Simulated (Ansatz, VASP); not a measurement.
## SnS2: VASP beside Ansatz

File INCAR:

```
PREC = Accurate
ENCUT = 450
EDIFF = 1E-7
ISMEAR = 0
SIGMA = 0.02
LREAL = False
LASPH = True
NELM = 120
ALGO = Normal
ISIF = 2
LWAVE = False
LCHARG = False
LDIPOL = True
IDIPOL = 3
DIPOL = 0.5 0.5 0.500
GGA = PE
IVDW = 12
IBRION = 2
NSW = 60
EDIFFG = -0.01
GGA_COMPAT = False
NELMIN = 4
NELMDL = -8
```

KPOINTS

```
Automatic mesh
0
Gamma
  12 12 1
```

File POSCAR:

```
SnS2
1.0
    3.7379941690      0.0000000000      0.0000000000
   -1.8689970845      3.2371979095      0.0000000000
    0.0000000000      0.0000000000     31.9125768144
S Sn
2 1
Direct
    0.3333333333      0.6666666667      0.4534911230
    0.6666666667      0.3333333333      0.5465088770
    0.0000000000      0.0000000000      0.5000000000
```

Input for Ansatz:

```yaml
crystal:
  lattice:
    - [3.737994169, 0.0, 0.0]
    - [-1.8689970845, 3.2371979095, 0.0]
    - [0.0, 0.0, 31.9125768144]
  atoms:
    - { symbol: S, position: [0.3333333333, 0.6666666667, 0.453491123] }
    - { symbol: Sn, position: [0.0, 0.0, 0.5] }
    - { symbol: S, position: [0.6666666667, 0.3333333333, 0.546508877] }
  periodic: [true, true, false]
basis:
  ecutwfc: 420
kpoints:
  mp_grid: { grid: [12, 12, 1] }
  band_path:
    path:
      - [0, 0, 0]
      - [0.5, 0, 0]
      - [0.3333333333333, 0.3333333333333, 0]
      - [0, 0, 0]
    npoints: 8
hamiltonian:
  xc: pbe
  dispersion: d3bj
scf:
  occupations: { method: gaussian, width: 0.02 }
output:
  forces: true
  stress: true
  eigenvalues: true
  write_density: true
  write_potential: true
  elf: true
  volumetric_format: npy
relax:
  adjacent_minimum: "off"
  f_tol: 0.01
  max_steps: 40
```

Change from the starting cell: biaxial strain +0.020, atoms relaxed.

Alike in both runs: task relaxation of the atoms; functional PBE; dispersion D3(BJ); k mesh 12 × 12 × 1; occupations gaussian, width 0.02 eV; no spin polarisation.

```csv
,VASP,Ansatz
version,VASP 6.6.1,Ansatz 0.2.0
potentials or method,"VASP PAW PBE potentials, release 64 (S, Sn_d), cutoff 450 eV","scalar-relativistic, plane waves, PAW"
valence electrons in the cell,26,26
```

```tsv
	VASP	Ansatz	Ansatz less VASP
gap on the k mesh at the Fermi level, each at its own relaxed structure (eV)	1.61	1.61	+0.003
```

Ansatz's warnings: stress scf threshold loose.
